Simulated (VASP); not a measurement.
# Re (P6_3/mmc) in VASP: a series of runs, part 2 of 2

VASP 6.6.1. Earlier steps stand in the parts before.

**4. Single point, PBE**

INCAR

```
SYSTEM = Re
PREC = Accurate ; ENCUT = 520
EDIFF = 1E-7 ; ISMEAR = -1
SIGMA = 0.1 ; LREAL = .False.
LASPH = .True. ; NELM = 60
ALGO = Normal ; ISIF = 2
LWAVE = .False. ; LCHARG = .False.
GGA = PE ; NBANDS = 14
```

KPOINTS

```
regular mesh
0
Gamma
  5 5 3
  0 0 0
```

POSCAR

```
Re
1.0
    2.7768706464      0.0000000000      0.0000000000
   -1.3884353232      2.4048405228      0.0000000000
    0.0000000000      0.0000000000      4.4788142384
Re
2
Direct
    0.3333333333      0.6666666667      0.2500000000
    0.6666666667      0.3333333333      0.7500000000
```

Potentials or basis: VASP PAW PBE potentials, release 64 (Re).

Launch:

```
> cat potpaw_PBE.64/Re/POTCAR > POTCAR
> mpirun -np 1 vasp_std > vasp.out
```

OUTCAR:

```text
SYSTEM = Re
   PREC = Accurate
   ENCUT = 520
   EDIFF = 1E-7
   ISMEAR = -1
   LREAL = .False.
   LASPH = .True.
   NELM = 60
   ISIF = 2
   GGA = PE

 ion  position               nearest neighbor table
   1  0.333  0.667  0.250-   2 2.75   2 2.75   2 2.75   2 2.75   2 2.75   2 2.75
   2  0.667  0.333  0.750-   1 2.75   1 2.75   1 2.75   1 2.75   1 2.75   1 2.75

  LATTYP: Found a hexagonal cell.
 ALAT       =     2.7768706464
 C/A-ratio  =     1.6128998462

  Lattice vectors:

 A1 = (   2.7768706464,   0.0000000000,   0.0000000000)
 A2 = (  -1.3884353232,   2.4048405228,   0.0000000000)
 A3 = (   0.0000000000,   0.0000000000,   4.4788142384)

Analysis of symmetry for initial positions (statically):
=====================================================================
 Subroutine PRICEL returns:
 Original cell was already a primitive cell.

 Routine SETGRP: Setting up the symmetry group for a
 hexagonal supercell.

 Subroutine GETGRP returns: Found 24 space group operations
 (whereof 12 operations were pure point group operations)
 out of a pool of 24 trial point group operations.

The static configuration has the point symmetry D_3d.
 The point group associated with its full space group is D_6h.

Analysis of symmetry for dynamics (positions and initial velocities):
=====================================================================
 Subroutine PRICEL returns:
 Original cell was already a primitive cell.

 Routine SETGRP: Setting up the symmetry group for a
 hexagonal supercell.

 Subroutine GETGRP returns: Found 24 space group operations
 (whereof 12 operations were pure point group operations)
 out of a pool of 24 trial point group operations.

The dynamic configuration has the point symmetry D_3d.
 The point group associated with its full space group is D_6h.

 Subroutine INISYM returns: Found 24 space group operations
 (whereof 12 operations are pure point group operations),
 and found     1 'primitive' translations

[... 109 lines left out ...]
   LRPA    =     F    only Hartree local field effects (RPA)
 non-spin polarized calculation
  energy-cutoff  :      520.00
  volume of cell :       29.91
 maximum number of plane-waves:       814
 NGX is ok and might be reduce to    24
   NGX = 11   NGY = 11   NGZ = 17

 number of electron      14.0000000 magnetization

 Free energy of the ion-electron system (eV)
  ---------------------------------------------------
  ext. energy  EPLUGINS =         0.00000000
  ---------------------------------------------------
  free energy    TOTEN  =       -24.91725483 eV

  energy without entropy =      -24.85908946  energy(sigma->0) =      -24.88817215

 E-fermi :   7.7201     XC(G=0): -13.6313

 val. band max:        7.6875306976   @ k =   0.2000   0.0000   0.0000
 cond. band min:       7.8228881871   @ k =   0.4000   0.2000   0.3333
 fundamental gap:      0.1353574895
 Fermi energy:         7.7200926474

 k-point     1 :       0.0000    0.0000    0.0000
  band No.  band energies     occupation
      1      -2.0735      2.00000
      2       1.1847      2.00000
      3       6.1606      2.00000
      4       6.1606      2.00000
      5       6.1937      2.00000
      6       6.9817      1.99876
      7       6.9817      1.99876
      8       7.9028      0.27725
      9       7.9028      0.27725
     10       8.2882      0.00680
     11      11.0171      0.00000
     12      11.0171      0.00000
     13      17.5298      0.00000
     14      21.7818      0.00000
[... 139 lines left out ...]
      1       2.1737      2.00000
      2       3.1640      2.00000
      3       3.6999      2.00000
      4       4.6186      2.00000
      5       4.9880      2.00000
      6       6.6087      1.99997
      7       7.8229      0.52696
      8       9.0467      0.00000
      9      10.8516      0.00000
     10      11.6885      0.00000
     11      14.7193      0.00000
     12      15.0497      0.00000
     13      18.2799      0.00000
     14      18.6362      0.00000

------------------------ aborting loop because EDIFF is reached ----------------------------------------

  FORCE on cell =-STRESS in cart. coord.  units (eV):
  Direction    XX          YY          ZZ          XY          YZ          ZX
  --------------------------------------------------------------------------------------
  -------------------------------------------------------------------------------------
  Total        0.1030967      0.1030967     -1.4046890     -0.0000000      0.0000000      0.0000000
  in kB        5.5226878      5.5226878    -75.2464079     -0.0000000      0.0000000      0.0000000
  external PRESSURE =     -21.4003441 kB  Pullay stress =       0.0000000 kB

 VOLUME and BASIS-vectors are now :
 -----------------------------------------------------------------------------
  energy-cutoff  :      520.00
  volume of cell :       29.91
      direct lattice vectors                 reciprocal lattice vectors
     2.776870646  0.000000000  0.000000000     0.360117603  0.207913995  0.000000000
    -1.388435323  2.404840523  0.000000000     0.000000000  0.415827990  0.000000000
     0.000000000  0.000000000  4.478814238     0.000000000  0.000000000  0.223273381

 POSITION                                       TOTAL-FORCE (eV/Angst)
 -----------------------------------------------------------------------------------
     -0.00000      1.60323      1.11970        -0.000000     -0.000000      0.000000
      1.38844      0.80161      3.35911         0.000000      0.000000      0.000000
 -----------------------------------------------------------------------------------
    total drift:                               -0.000000      0.000000     -0.000000

  FREE ENERGIE OF THE ION-ELECTRON SYSTEM (eV)
  ---------------------------------------------------
  free  energy   TOTEN  =       -24.9172548338 eV

  energy  without entropy=      -24.8590894582  energy(sigma->0) =      -24.88817215
```

OSZICAR:

```text
N       E                     dE             d eps       ncg     rms          rms(c)
DAV:   1     0.253226731928E+02    0.25323E+02   -0.66960E+03   552   0.126E+03
DAV:   2    -0.248740113744E+02   -0.50197E+02   -0.43159E+02   466   0.310E+02
DAV:   3    -0.262485040407E+02   -0.13745E+01   -0.13288E+01   438   0.487E+01
DAV:   4    -0.262653990491E+02   -0.16895E-01   -0.16875E-01   422   0.403E+00
DAV:   5    -0.262657782549E+02   -0.37921E-03   -0.37917E-03   456   0.935E-01    0.414E+01
DAV:   6    -0.252386908575E+02    0.10271E+01   -0.80467E-01   474   0.254E+01    0.166E+01
DAV:   7    -0.249297703571E+02    0.30892E+00   -0.47622E-01   488   0.190E+01    0.464E-01
DAV:   8    -0.249174447025E+02    0.12326E-01   -0.94382E-03   528   0.142E+00    0.358E-01
DAV:   9    -0.249172325651E+02    0.21214E-03   -0.22323E-04   424   0.200E-01    0.471E-02
DAV:  10    -0.249172544278E+02   -0.21863E-04   -0.38133E-05   434   0.444E-02    0.116E-02
DAV:  11    -0.249172556634E+02   -0.12356E-05   -0.83631E-07   424   0.235E-02    0.214E-03
DAV:  12    -0.249172550206E+02    0.64279E-06   -0.16748E-07   310   0.841E-03    0.782E-04
DAV:  13    -0.249172548634E+02    0.15719E-06   -0.41368E-08   254   0.410E-03    0.150E-04
DAV:  14    -0.249172548338E+02    0.29593E-07   -0.22061E-08   212   0.564E-03
   1 F= -.24917255E+02 E0= -.24888172E+02  d E =-.581654E-01
```

stdout:

```text
POSCAR found type information on POSCAR Re
 POSCAR found :  1 types and       2 ions
 scaLAPACK will be used
 LDA part: xc-table for (Slater+PW92), standard interpolation
 POSCAR, INCAR and KPOINTS ok, starting setup
 FFT: planning ... GRIDC
 FFT: planning ... GRID_SOFT
 FFT: planning ... GRID
 WAVECAR not read
 entering main loop
```

Run time: 7 s. Hardware: 1 thread of Intel Xeon Platinum 8375C at 2.90GHz (Ice Lake), shared host; peak memory 0.15 GiB.

Results:

| Item | Value |
| --- | --- |
| Free energy | -24.9173 eV |
| Pressure | -2.1 GPa |
| Band gap on the k mesh | zero (band 7 reaches 8.19 eV, above the bottom of band 8 at 6.38 eV) |

Stress tensor (GPa, compression positive):
```
 0.55  0.00  0.00
 0.00  0.55  0.00
 0.00  0.00 -7.52
```

Caveat: the k points lie up to 0.52 Å⁻¹ apart; spin-orbit coupling is left out, which moves the levels of the heavy elements.

**5. Single point, PBE**

INCAR

```
ALGO = Normal
EDIFF = 1E-6
ENCUT = 520
GGA = PE
ISIF = 2
ISMEAR = -1
LASPH = T
LCHARG = F
LREAL = F
LWAVE = F
NBANDS = 14
NELM = 100
PREC = Accurate
SIGMA = 0.1
```

KPOINTS

```
k-points
0
Gamma
  6 6 4
```

POSCAR is that of step 4.

Launch:

```
> cat potpaw_PBE.64/Re/POTCAR > POTCAR
> mpirun -np 1 vasp_std > vasp.out
```

It took 9.7 s on 1 thread of Intel Xeon Platinum 8375C at 2.90GHz (Ice Lake), shared host; peak memory 0.15 GiB.

The run converged. Its results:

```yaml
Free_energy: -24.8854 eV
Pressure: -0.1 GPa
Band_gap_on_the_k_mesh: zero (band 7 reaches 8.74 eV, above the bottom of band 8 at 6.02 eV)
```

Stress tensor (GPa, compression positive):
```
-0.72  0.00  0.00
 0.00 -0.72  0.00
 0.00  0.00  1.04
```

Levels at points of the mesh, in eV from the Fermi level:
| k point | band 3 | band 4 | band 5 | band 6 | band 7 | band 8 | band 9 | band 10 | band 11 | band 12 |
| --- | --- | --- | --- | --- | --- | --- | --- | --- | --- | --- |
| (0.00, 0.00, 0.00) | -1.52 | -1.52 | -1.51 | -0.71 | -0.71 | 0.18 | 0.18 | 0.61 | 3.30 | 3.30 |
| (0.50, 0.00, 0.00) | -5.12 | -1.89 | -1.72 | -1.33 | -0.57 | 3.87 | 4.27 | 4.39 | 5.92 | 6.93 |
| (0.00, 0.00, 0.50) | -2.32 | -2.32 | -1.66 | -1.66 | -1.66 | -1.66 | 2.50 | 2.50 | 2.50 | 2.50 |
| (0.50, 0.00, 0.50) | -3.98 | -3.98 | 0.39 | 0.39 | 0.90 | 0.90 | 4.18 | 4.18 | 4.68 | 4.68 |

Caveat: the k points lie up to 0.44 Å⁻¹ apart; spin-orbit coupling is left out, which moves the levels of the heavy elements.

**6. Overview**

| k mesh | gap on the mesh (eV) | pressure (GPa) |
| --- | --- | --- |
| 3 × 3 × 2 | none | 8.5 |
| 5 × 5 × 3 | none | -2.1 |
| 6 × 6 × 4 | none | -0.1 |

Alike in all rows: task single point; level PBE; potentials or basis VASP PAW PBE potentials, release 64 (Re); no spin polarisation; cell as given; cutoff (eV) 520; smearing fermi-dirac 0.1 eV.

Caveats: all runs use coarse meshes; spin-orbit coupling is left out, which moves the levels of the heavy elements.

Absolute energies hang on the potentials; compare differences alone.
